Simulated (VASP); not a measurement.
CaSe:

```
CELL_PARAMETERS angstrom
0.00000 2.89566 2.89566
2.89566 0.00000 2.89566
2.89566 2.89566 0.00000
ATOMIC_POSITIONS crystal
Se 0.50000 0.50000 0.50000
Ca 0.00000 0.00000 0.00000
```

Base run:

```yaml
Program: VASP 6.6.1
Functional: r2SCAN
Potentials_or_basis: VASP PAW PBE potentials, release 64 (Se, Ca_sv)
Cutoff: 520 eV
k_mesh: 8 × 8 × 8
Occupations: fermi-dirac, width 0.05 eV
Spin: no spin polarisation
```

Its results: band gap on the k mesh 2.33 eV, indirect (least direct gap 3.34 eV); pressure 4.8 GPa.

Task: The run is repeated on the same cell with these changes: functional from r2SCAN to PBEsol; further incar settings from ALGO = Normal; EDIFF = 1e-06; NBANDS = 15 to ALGO = Normal; EDIFF = 1e-07; NBANDS = 15. What comes out?

Result: Band gap on the k mesh 1.76 eV, indirect (least direct gap 2.76 eV); pressure 2.5 GPa.

Caveats: the PAW data sets were made with another functional, which shifts forces and pressure a little.

A k mesh can miss the band edges.
